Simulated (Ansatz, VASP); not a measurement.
## ZrS in VASP and in Ansatz

The input INCAR:

```
SYSTEM = ZrS
PREC     = Accurate       ! precision mode
ENCUT    = 520            ! plane-wave cutoff, eV
EDIFF    = 1E-6           ! SCF threshold, eV
ISMEAR   = -1             ! smearing method
SIGMA    = 0.15           ! smearing width, eV
LREAL    = .FALSE.        ! projectors in reciprocal space
LASPH    = .TRUE.         ! aspherical terms in the spheres
NELM     = 100            ! most SCF steps
ALGO     = Normal         ! electronic algorithm
ISIF     = 2              ! what is computed and relaxed
LWAVE    = .FALSE.        ! write WAVECAR
LCHARG   = .TRUE.         ! write CHGCAR
GGA      = CA             ! functional
LELF     = .TRUE.         ! ELF
LVHAR    = .TRUE.       
NBANDS   = 16             ! bands
```

File KPOINTS:

```
Automatic mesh
0
G
  14 14 14
  0 0 0
```

The input POSCAR:

```
ZrS
1.0
    0.0000000000      2.5509933667      2.5509933667
    2.5509933667      0.0000000000      2.5509933667
    2.5509933667      2.5509933667      0.0000000000
Zr S
1 1
Direct
    0.0000000000      0.0000000000      0.0000000000
    0.5000000000      0.5000000000      0.5000000000
```

Input for Ansatz:

```yaml
crystal:
  lattice:
    - [0.0, 2.5509933667, 2.5509933667]
    - [2.5509933667, 0.0, 2.5509933667]
    - [2.5509933667, 2.5509933667, 0.0]
  atoms:
    - { symbol: Zr, position: [0.0, 0.0, 0.0] }
    - { symbol: S, position: [0.5, 0.5, 0.5] }
basis:
  ecutwfc: 420
kpoints:
  mp_grid: { grid: [14, 14, 14] }
hamiltonian:
  xc: lda
scf:
  occupations: { method: fermi_dirac, width: 0.15 }
output:
  forces: true
  stress: true
  eigenvalues: true
```

Alike in both runs: task single point; functional LDA; k mesh 14 × 14 × 14; occupations fermi-dirac, width 0.15 eV; no spin polarisation.

|  | VASP | Ansatz |
| --- | --- | --- |
| version | VASP 6.6.1 | Ansatz 0.2.0 |
| potentials or method | VASP PAW LDA potentials, release 64 (Zr_sv, S), cutoff 520 eV | scalar-relativistic, plane waves, PAW |
| valence electrons in the cell | 18 | 18 |

VASP gave:

```
gap on the k mesh at the Fermi level (eV) : none
pressure (GPa)                            : 3.6
```

**Question.** Estimate Ansatz's values.

**Answer.** gap on the k mesh at the Fermi level (eV): none; pressure (GPa): 3.3.

LDA's correlation is that of Perdew and Zunger in VASP and of Perdew and Wang (1992) in Ansatz. A gap of «none» marks a metal or a gap that the smearing closes.
